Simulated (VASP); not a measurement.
# Sn (P6_3/mmc) in VASP: a series of runs

The runs below take Sn through single point, with PBE.

Everything below comes from runs of VASP 6.6.1. Logs are shortened: lines on timing, memory, paths and dates and some standing lists are left out, and cuts for length are marked.

## (1) The cell of the first run

It takes space group P6_3/mmc (No. 194, hexagonal). The conventional cell has a = 3.025 Å, b = 3.025 Å, c = 4.898 Å, α = 90.00°, β = 90.00°, γ = 120.00°. Sn (site symmetry -6m2) has 12 Sn at 3.01 to 3.03 Å within 4.0 Å.

This isn't the form of Sn at room conditions, which is tetragonal (white tin).

## (2) Single point, PBE (19.41 Å³/atom)

POSCAR reads:

```
Sn
1.0
    3.0251552491      0.0000000000      0.0000000000
   -1.5125776245      2.6198612961      0.0000000000
    0.0000000000      0.0000000000      4.8976168953
Sn
2
Direct
    0.3333333333      0.6666666667      0.2500000000
    0.6666666667      0.3333333333      0.7500000000
```

INCAR.step1 reads:

```
PREC = Accurate
ENCUT = 520
EDIFF = 1E-7
ISMEAR = -1
SIGMA = 0.05
LREAL = False
LASPH = True
NELM = 80
ALGO = Normal
ISIF = 2
LWAVE = False
LCHARG = True
GGA = PE
NBANDS = 21
```

KPOINTS.step1 reads:

```
regular mesh
0
Gamma
  13 13 7
```

INCAR.step2 reads:

```
PREC = Accurate
ENCUT = 520
EDIFF = 1E-7
ISMEAR = -5
SIGMA = 0.05
LREAL = False
LASPH = True
NELM = 80
ALGO = Normal
ISIF = 2
LWAVE = False
LCHARG = False
GGA = PE
LORBIT = 11
NEDOS = 2001
ICHARG = 11
```

KPOINTS.step2 reads:

```
regular mesh
0
Gamma
  20 20 11
```

Potentials or basis: VASP PAW PBE potentials, release 64 (Sn_d).

On the command line:

```sh
$ cat potpaw_PBE.64/Sn_d/POTCAR > POTCAR
$ cp INCAR.step1 INCAR
$ cp KPOINTS.step1 KPOINTS
$ mpirun -np 1 vasp_std > vasp.out
$ cp INCAR.step2 INCAR
$ cp KPOINTS.step2 KPOINTS
$ mpirun -np 1 vasp_std > vasp.out
```

OUTCAR:

```text
PREC = Accurate
   ENCUT = 520
   EDIFF = 1E-7
   ISMEAR = -5
   LREAL = False
   LASPH = True
   NELM = 80
   ISIF = 2
   GGA = PE
   LORBIT = 11
   ICHARG = 11

 ion  position               nearest neighbor table
   1  0.333  0.667  0.250-   2 3.01   2 3.01   2 3.01   2 3.01   2 3.01   2 3.01
   2  0.667  0.333  0.750-   1 3.01   1 3.01   1 3.01   1 3.01   1 3.01   1 3.01

  LATTYP: Found a hexagonal cell.
 ALAT       =     3.0251552491
 C/A-ratio  =     1.6189638190

  Lattice vectors:

 A1 = (   3.0251552491,   0.0000000000,   0.0000000000)
 A2 = (  -1.5125776245,   2.6198612961,   0.0000000000)
 A3 = (   0.0000000000,   0.0000000000,   4.8976168953)

Analysis of symmetry for initial positions (statically):
=====================================================================
 Subroutine PRICEL returns:
 Original cell was already a primitive cell.

 Routine SETGRP: Setting up the symmetry group for a
 hexagonal supercell.

 Subroutine GETGRP returns: Found 24 space group operations
 (whereof 12 operations were pure point group operations)
 out of a pool of 24 trial point group operations.

The static configuration has the point symmetry D_3d.
 The point group associated with its full space group is D_6h.

Analysis of symmetry for dynamics (positions and initial velocities):
=====================================================================
 Subroutine PRICEL returns:
 Original cell was already a primitive cell.

 Routine SETGRP: Setting up the symmetry group for a
 hexagonal supercell.

 Subroutine GETGRP returns: Found 24 space group operations
 (whereof 12 operations were pure point group operations)
 out of a pool of 24 trial point group operations.

The dynamic configuration has the point symmetry D_3d.
 The point group associated with its full space group is D_6h.

 Subroutine INISYM returns: Found 24 space group operations
 (whereof 12 operations are pure point group operations),
 and found     1 'primitive' translations

----------------------------------------------------------------------------------------

                                     Primitive cell

  volume of cell :      38.8160

  direct lattice vectors                    reciprocal lattice vectors
     3.025155249  0.000000000  0.000000000     0.330561547  0.190849798  0.000000000
    -1.512577624  2.619861296  0.000000000     0.000000000  0.381699597  0.000000000
     0.000000000  0.000000000  4.897616895     0.000000000  0.000000000  0.204180936

  length of vectors
     3.025155249  3.025155249  4.897616895     0.381699597  0.381699597  0.204180936

  position of ions in fractional coordinates (direct lattice)
     0.333333333  0.666666667  0.250000000
     0.666666667  0.333333333  0.750000000

  ion indices of the primitive-cell ions
   primitive index   ion index
                 1           1
                 2           2

----------------------------------------------------------------------------------------

 KPOINTS: regular mesh

Automatic generation of k-mesh.
 Grid dimensions read from file:
 generate k-points for:   20   20   11

 Generating k-lattice:

  Cartesian coordinates                     Fractional coordinates (reciprocal lattice)
     0.016528077  0.009542490  0.000000000     0.050000000  0.000000000  0.000000000
     0.000000000  0.019084980  0.000000000     0.000000000  0.050000000  0.000000000
     0.000000000  0.000000000  0.018561903     0.000000000  0.000000000  0.090909091

  Length of vectors
     0.019084980  0.019084980  0.018561903

  Shift w.r.t. Gamma in fractional coordinates (k-lattice)
     0.000000000  0.000000000  0.000000000

 TETIRR: Found   4310 inequivalent tetrahedra from    26400

 Subroutine IBZKPT returns following result:
 ===========================================

 Found    264 irreducible k-points:

 Following reciprocal coordinates:
            Coordinates               Weight
  0.000000  0.000000  0.000000      1.000000
  0.050000  0.000000  0.000000      6.000000
  0.100000 -0.000000  0.000000      6.000000
  0.150000  0.000000  0.000000      6.000000
  0.200000 -0.000000  0.000000      6.000000
  0.250000  0.000000  0.000000      6.000000
[... 16 lines left out ...]
  0.200000  0.100000  0.000000     12.000000
  0.250000  0.100000  0.000000     12.000000
 [... further k-points ...]
   k-points           NKPTS =    264   k-points in BZ     NKDIM =    264   number of bands    NBANDS=     18
   number of dos      NEDOS =   2001   number of ions     NIONS =      2
   total plane-waves  NPLWV =  20736
   dimension x,y,z NGX =    24 NGY =   24 NGZ =   36
   dimension x,y,z NGXF=    48 NGYF=   48 NGZF=   72
   ions per type =               2
   NGX,Y,Z   is equivalent  to a cutoff of  13.19, 13.19, 12.22 a.u.
   NGXF,Y,Z  is equivalent  to a cutoff of  26.38, 26.38, 24.44 a.u.
 SYSTEM =  unknown system
   PREC   = accura    normal or accurate (medium, high low for compatibility)
   ISTART =      0    job   : 0-new  1-cont  2-samecut
   ICHARG =     11    charge: 1-file 2-atom 10-const
   ISPIN  =      1    spin polarized calculation?
   LNONCOLLINEAR =      F non collinear calculations
   LSORBIT =      F    spin-orbit coupling
   LASPH  =      T    aspherical Exc in radial PAW
   ENCUT  =  520.0 eV  38.22 Ry    6.18 a.u.   5.62  5.62  9.11*2*pi/ulx,y,z
   NELM   =     80;   NELMIN=  2; NELMDL=  0     # of ELM steps
   EDIFF  = 0.1E-06   stopping-criterion for ELM
   LREAL  =      F    real-space projection
   EDIFFG = 0.1E-05   stopping-criterion for IOM
   NSW    =      0    number of steps for IOM
   IBRION =     -1    ionic relax: 0-MD 1-quasi-New 2-CG
   NFREE  =      0    steps in history (QN), initial steepest desc. (CG)
   ISIF   =      2    stress and relaxation
   ISYM   =      2    0-nonsym 1-usesym 2-fastsym
   POTIM  = 0.5000    time-step for ionic-motion
   TEBEG  =    0.0;   TEEND  =   0.0 temperature during run
   PSTRESS=    0.0 pullay stress
   NELECT =      28.0000    total number of electrons
   NUPDOWN=      -1.0000    fix difference up-down
   EMIN   =  10.00;   EMAX   =-10.00  energy-range for DOS
   EFERMI =   0.00;   METHOD = LEGACY
   ISMEAR =    -5;   SIGMA  =   0.05  broadening in eV -4-tet -1-fermi 0-gaus
   EFERMI_NEDOS =   21; number of points for ismear=-14 and -15
   IALGO  =     38    algorithm
   IMIX   =      4    mixing-type and parameters
     AMIX     =   0.40;   BMIX     =  1.00
     AMIX_MAG =   1.60;   BMIX_MAG =  1.00
  volume/ion in A,a.u.               =      19.41       130.97
  Fermi-wavevector in a.u.,A,eV,Ry     =   1.468218  2.774530 29.329596  2.155664
  Thomas-Fermi vector in A             =   2.583742
   LORBIT       =     11    0 simple, 1 ext, 2 COOP (PROOUT), +10 PAW based schemes
   GGA     = PE    functional components
   LHFCALC =     F    Hartree Fock is set to
   AEXX    =    0.0000 exact exchange contribution
   IVDW    =     0    specifies the selected vdW correction
   LEPSILON=     F    determine dielectric tensor
   LRPA    =     F    only Hartree local field effects (RPA)
 non-spin polarized calculation
 Fermi weights with tetrahedron method with Bloechl corrections
  energy-cutoff  :      520.00
  volume of cell :       38.82
 maximum number of plane-waves:      1087
 NGX is ok and might be reduce to    24

 number of electron      27.9999995 magnetization

 Free energy of the ion-electron system (eV)
  ---------------------------------------------------
  ext. energy  EPLUGINS =         0.00000000
  ---------------------------------------------------
  free energy    TOTEN  =        -6.11445628 eV

  energy without entropy =       -6.11445628  energy(sigma->0) =       -6.11445628

 E-fermi :  13.0197     XC(G=0): -12.0505

 val. band max:       13.1597985574   @ k =   0.3000   0.3000   0.0909
 cond. band min:      12.9262458355   @ k =   0.2500   0.2500   0.3636
 fundamental gap:     -0.2335527219
 Fermi energy:        13.0196968943

 k-point     1 :       0.0000    0.0000    0.0000
  band No.  band energies     occupation
      1      -9.0722      2.00000
      2      -9.0008      2.00000
      3      -8.9695      2.00000
      4      -8.9695      2.00000
      5      -8.9330      2.00000
      6      -8.9330      2.00000
[... 10 lines left out ...]
     17      23.0127      0.00000
     18      23.0779      0.00000

 k-point     2 :       0.0500    0.0000    0.0000
  band No.  band energies     occupation
      1      -9.0686      2.00000
      2      -9.0061      2.00000
      3      -8.9612      2.00000
      4      -8.9604      2.00000
      5      -8.9319      2.00000
      6      -8.9244      2.00000
[... 10 lines left out ...]
     17      23.4114      0.00000
     18      24.0281      0.00000

 k-point     3 :       0.1000   -0.0000    0.0000
  band No.  band energies     occupation
      1      -9.0651      2.00000
      2      -9.0119      2.00000
      3      -8.9445      2.00000
      4      -8.9342      2.00000
      5      -8.9240      2.00000
      6      -8.8993      2.00000
[... 10 lines left out ...]
     17      23.9513      0.00000
     18      24.0262      0.00000

 k-point     4 :       0.1500    0.0000    0.0000
  band No.  band energies     occupation
      1      -9.0797      2.00000
      2      -8.9999      2.00000
      3      -8.9404      2.00000
      4      -8.9098      2.00000
      5      -8.8990      2.00000
      6      -8.8932      2.00000
[... 375 lines left out ...]
      4      -8.9296      2.00000
      5      -8.9093      2.00000
      6      -8.8701      2.00000
[... 10 lines left out ...]
     17      21.1786      0.00000
     18      21.6856      0.00000

 k-point    23 :       0.2000    0.1000    0.0000
  band No.  band energies     occupation
      1      -9.1067      2.00000
      2      -9.0033      2.00000
      3      -8.9868      2.00000
      4      -8.9456      2.00000
      5      -8.9032      2.00000
      6      -8.8231      2.00000
[... 10 lines left out ...]
     17      19.7436      0.00000
     18      21.0244      0.00000

 k-point    24 :       0.2500    0.1000    0.0000
  band No.  band energies     occupation
      1      -9.1377      2.00000
      2      -9.0264      2.00000
      3      -8.9887      2.00000
      4      -8.9596      2.00000
      5      -8.8867      2.00000
      6      -8.7723      2.00000
[... 10 lines left out ...]
     17      18.3125      0.00000
     18      20.4516      0.00000

 [... further k-points ...]
[... 5 lines left out ...]
  --------------------------------------------------------------------------------------
  -------------------------------------------------------------------------------------
  Total        9.6303290      9.6303290      9.8745619      0.0000000      0.0000000      0.0000000
  in kB      397.5034753    397.5034753    407.5844815      0.0000000      0.0000000      0.0000000
  external PRESSURE =     400.8638107 kB  Pullay stress =       0.0000000 kB

 VOLUME and BASIS-vectors are now :
 -----------------------------------------------------------------------------
  energy-cutoff  :      520.00
  volume of cell :       38.82
      direct lattice vectors                 reciprocal lattice vectors
     3.025155249  0.000000000  0.000000000     0.330561547  0.190849798  0.000000000
    -1.512577624  2.619861296  0.000000000     0.000000000  0.381699597  0.000000000
     0.000000000  0.000000000  4.897616895     0.000000000  0.000000000  0.204180936

 POSITION                                       TOTAL-FORCE (eV/Angst)
 -----------------------------------------------------------------------------------
     -0.00000      1.74657      1.22440         0.000000     -0.000000      0.000000
      1.51258      0.87329      3.67321        -0.000000      0.000000      0.000000
 -----------------------------------------------------------------------------------
    total drift:                               -0.000000      0.000000      0.000000

  FREE ENERGIE OF THE ION-ELECTRON SYSTEM (eV)
  ---------------------------------------------------
  free  energy   TOTEN  =        -6.1144562774 eV

  energy  without entropy=       -6.1144562774  energy(sigma->0) =       -6.11445628

 total charge

# of ion       s       p       d       tot
------------------------------------------
    1        1.278   1.157  10.067  12.502
    2        1.278   1.157  10.067  12.502
--------------------------------------------------
tot          2.556   2.313  20.134  25.003
```

Wall time 58 s (1 thread of Intel Xeon 6975P-C (Granite Rapids), shared host); peak memory 0.26 GiB.

Results:

* Valence electrons inside the program's atomic spheres: Sn 12.50

Caveat: spin-orbit coupling is left out, which moves the levels of the heavy elements; tetrahedron occupations give inexact forces and stress in metals.

## (3) Single point, PBE

This run uses another cell than the first one, of 27.73 Å³/atom.

POSCAR reads:

```
Sn
1.0
    3.4331719240      0.0000000000      0.0000000000
   -1.7165859620      2.9732141018      0.0000000000
    0.0000000000      0.0000000000      5.4323907426
Sn
2
Direct
    0.3333333333      0.6666666667      0.2500000000
    0.6666666667      0.3333333333      0.7500000000
```

INCAR.step1 reads:

```
SYSTEM = Sn
PREC = Accurate ; ENCUT = 520
EDIFF = 1E-6 ; ISMEAR = -1
SIGMA = 0.05 ; LREAL = .False.
LASPH = .True. ; NELM = 100
ALGO = Normal ; ISIF = 2
LWAVE = .False. ; LCHARG = .True.
GGA = PE ; NBANDS = 21
```

KPOINTS.step1 reads:

```
Automatic mesh
0
Gamma
  13 13 7
  0 0 0
```

INCAR.step2 reads:

```
SYSTEM = Sn
PREC = Accurate ; ENCUT = 520
EDIFF = 1E-6 ; ISMEAR = -5
SIGMA = 0.05 ; LREAL = .False.
LASPH = .True. ; NELM = 100
ALGO = Normal ; ISIF = 2
LWAVE = .False. ; LCHARG = .False.
GGA = PE ; LORBIT = 11
NBANDS = 21 ; NEDOS = 1001
ICHARG = 11
```

KPOINTS.step2 reads:

```
Automatic mesh
0
Gamma
  20 20 11
  0 0 0
```

Potentials or basis: VASP PAW PBE potentials, release 64 (Sn_d).

On the command line:

```sh
$ cat potpaw_PBE.64/Sn_d/POTCAR > POTCAR
$ cp INCAR.step1 INCAR
$ cp KPOINTS.step1 KPOINTS
$ mpirun -np 1 vasp_std > vasp.out
$ cp INCAR.step2 INCAR
$ cp KPOINTS.step2 KPOINTS
$ mpirun -np 1 vasp_std > vasp.out
```

It took 1.9 min on 1 thread of Intel Xeon 6975P-C (Granite Rapids), shared host; peak memory 0.34 GiB.

It converged, with:

| Quantity | Value |
| --- | --- |
| Valence electrons inside the program's atomic spheres | Sn 12.14 |

Levels at points of the mesh, in eV from the Fermi level:
```csv
k point,band 11,band 12,band 13,band 14,band 15,band 16,band 17,band 18
"(0.00, 0.00, 0.00)",-10.96,-6.41,-4.41,5.27,5.27,7.09,7.09,8.23
"(0.50, 0.00, 0.00)",-7.16,-5.96,-2.17,-1.17,-0.76,1.29,1.82,5.39
```

Caveat: spin-orbit coupling is left out, which moves the levels of the heavy elements; tetrahedron occupations give inexact forces and stress in metals.
